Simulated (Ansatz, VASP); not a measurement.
# HgTe in VASP and in Ansatz

Contents of INCAR:

```
SYSTEM = HgTe
ALGO = Normal ; EDIFF = 1E-6
ENCUT = 520 ; GGA = CA
ISIF = 2 ; ISMEAR = -1
LASPH = .TRUE. ; LCHARG = .FALSE.
LREAL = .FALSE. ; LWAVE = .FALSE.
NBANDS = 16 ; NELM = 80
PREC = Accurate ; SIGMA = 0.08
```

The input KPOINTS:

```
k-points
0
G
  10 10 10
  0 0 0
```

File POSCAR:

```
HgTe
1.0
    0.0584300000      2.9507150000      2.9507150000
    2.9507150000      0.0584300000      2.9507150000
    2.9507150000      2.9507150000      0.0584300000
Hg Te
1 1
Direct
    0.0000000000      0.0000000000      0.0000000000
    0.5000000000      0.5000000000      0.5000000000
```

Input for Ansatz:

```yaml
crystal:
  lattice:
    - [0.05843, 2.950715, 2.950715]
    - [2.950715, 0.05843, 2.950715]
    - [2.950715, 2.950715, 0.05843]
  atoms:
    - { symbol: Hg, position: [0.0, 0.0, 0.0] }
    - { symbol: Te, position: [0.5, 0.5, 0.5] }
kpoints:
  mp_grid: { grid: [10, 10, 10] }
  band_path:
    path:
      - [0.0, 0.0, 0.0]
      - [0.5, 0.5, 0.5]
      - [0.2451701269, 0.5, 0.7548298731]
      - [-0.2451701269, 0.2451701269, 0.5]
      - [0.0, 0.0, 0.5]
      - [0.0, 0.0, 0.0]
      - [-0.3725850634, 0.0, 0.3725850634]
      - [0.0, 0.3725850634, 0.6274149366]
      - [0.0, 0.5, 0.5]
    npoints: 5
scf:
  occupations: { method: fermi_dirac, width: 0.08 }
hamiltonian:
  xc: lda
  pseudopotentials: { kind: all_electron, lapw: { basis_error: 0.001 } }
output:
  forces: true
  stress: true
  eigenvalues: true
```

Change from the starting cell: equal xy, yz and zx shear strains of +2 %.

Alike in both runs: task single point; functional LDA; k mesh 10 × 10 × 10; occupations fermi-dirac, width 0.08 eV; no spin polarisation.

|  | VASP | Ansatz |
| --- | --- | --- |
| version | VASP 6.6.1 | Ansatz 0.2.0 |
| potentials or method | VASP PAW LDA potentials, release 64 (Hg, Te), cutoff 520 eV | all-electron LAPW, scalar-relativistic |

Ansatz gave:

| Quantity | Value |
| --- | --- |
| pressure (GPa) | 3.9 |
| traceless stress, the component that is largest in VASP (GPa) | -0.40 |

Problem. Estimate VASP's values.

Solution. Pressure (GPa): 4.4; traceless stress, the component that is largest in VASP (GPa): -0.39.

LDA's correlation is that of Perdew and Zunger in VASP and of Perdew and Wang (1992) in Ansatz. Ansatz ran all-electron here, and VASP with PAW potentials.

Spin-orbit coupling is off throughout.
